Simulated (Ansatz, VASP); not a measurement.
Two plane-wave programs on As

The input INCAR:

```
ALGO = Normal
EDIFF = 1E-6
ENCUT = 510
GGA = PS
GGA_COMPAT = F
ISIF = 2
ISMEAR = -1
LASPH = T
LCHARG = F
LREAL = F
LWAVE = F
NBANDS = 38
NELM = 120
PREC = Accurate
SIGMA = 0.05
```

KPOINTS

```
k-points
0
Gamma
  6 6 5
```

The input POSCAR:

```
As
1.0
    1.8615000000     -5.6100000000      0.0000000000
    1.8615000000      5.6100000000      0.0000000000
    0.0000000000      0.0000000000      4.4700000000
As
4
Direct
    0.3900000000      0.6100000000      0.5600000000
    0.8900000000      0.1100000000      0.9400000000
    0.6100000000      0.3900000000      0.4400000000
    0.1100000000      0.8900000000      0.0600000000
```

File input.yaml:

```yaml
crystal:
  lattice:
    - [1.8615, -5.61, 0.0]
    - [1.8615, 5.61, 0.0]
    - [0.0, 0.0, 4.47]
  atoms:
    - { symbol: As, position: [0.39, 0.61, 0.56] }
    - { symbol: As, position: [0.89, 0.11, 0.94] }
    - { symbol: As, position: [0.61, 0.39, 0.44] }
    - { symbol: As, position: [0.11, 0.89, 0.06] }
hamiltonian:
  xc: pbesol
  pseudopotentials: { kind: paw }
kpoints:
  mp_grid: { grid: [6, 6, 5] }
  band_path:
    path:
      - [[0.0, 0.0, 0.0], [0.2775258264, 0.2775258264, 0.0], [0.0, 0.5, 0.0], [0.0, 0.5, 0.5], [0.2775258264, 0.2775258264, 0.5], [0.0, 0.0, 0.5], [0.0, 0.0, 0.0], [-0.5, 0.5, 0.0], [-0.2775258264, 0.7224741736, 0.0], [-0.2775258264, 0.7224741736, 0.5], [-0.5, 0.5, 0.5], [-0.5, 0.5, 0.0]]
      - [[0.0, 0.0, 0.5], [-0.5, 0.5, 0.5]]
    npoints: 14
scf:
  occupations: { method: fermi_dirac, width: 0.05 }
  n_extra_bands: 10
output:
  forces: true
  stress: true
  eigenvalues: true
  fatbands: false
```

Alike in both runs: functional PBEsol; k mesh 6 × 6 × 5; occupations fermi-dirac, width 0.05 eV; no spin polarisation.

|  | VASP | Ansatz |
| --- | --- | --- |
| version | VASP 6.6.1 | Ansatz 0.2.0 |
| potentials or method | VASP PAW PBE potentials, release 64 (As_d) | Ansatz PAW |
| plane-wave cutoff (eV) | 510 | 420 |
| valence electrons in the cell | 60 | 60 |
| task | single point | band structure |

|  | VASP | Ansatz | Ansatz less VASP |
| --- | --- | --- | --- |
| gap on the k mesh at the Fermi level (eV) | none | none | - |
| pressure (GPa) | -2.8 | -2.9 | -0.13 |
| traceless stress, the component that is largest in VASP (GPa) | -0.76 | -0.77 | -0.009 |
| rms of the force components (eV/Å) | 0.178 | 0.183 | +0.0053 |

VASP's potentials were made for PBE, not for PBEsol. Atom by atom the forces differ by 0.005 eV/Å (rms over components). A gap of «none» marks a metal or a gap that the smearing closes.
